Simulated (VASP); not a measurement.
**InPd: single point with PBE**

Crystal: InPd.

```
In Pd
1.0
     0.00000   -3.30035    3.30035
    -3.30035    3.30035    0.00000
    -3.31982   -3.31982   -3.31982
In Pd
3 3
Cartesian
  -3.3133 -3.3133 -0.0130
  -3.3068 -0.0065 -0.0065
  0.0000 0.0000 0.0000
  -1.6534 -1.6534 1.6469
  -4.9667 -1.6664 -1.6664
  -1.6599 -1.6599 -1.6599
```

| Quantity | Value |
| --- | --- |
| Program | VASP 6.6.1 |
| Task | single point |
| Functional | PBE |
| Potentials or basis | VASP PAW PBE potentials, release 64 (In_d, Pd) |
| Cutoff | 520 eV |
| k mesh | 9 × 9 × 6 |
| Occupations | gaussian, width 0.1 eV |
| Spin | no spin polarisation |
| Dipole correction | no |
| Further INCAR settings | ALGO = Normal; EDIFF = 1e-07; NBANDS = 44 |

```
Pressure : -0.1 GPa
```

Levels at points of the mesh, in eV from the Fermi level:
| k point | band 33 | band 34 | band 35 | band 36 | band 37 | band 38 |
| --- | --- | --- | --- | --- | --- | --- |
| (0.00, 0.00, 0.00) | -1.61 | 1.80 | 1.80 | 2.58 | 2.58 | 2.58 |
| (0.00, 0.00, 0.50) | -0.22 | 3.05 | 3.05 | 3.17 | 3.17 | 3.17 |

It took 110 s on 1 thread of Intel(R) Xeon(R) 6975P-C (Granite Rapids), with other jobs on the host, peak memory 0.39 GiB.

Caveat: spin-orbit coupling is left out, which moves the levels of the heavy elements.
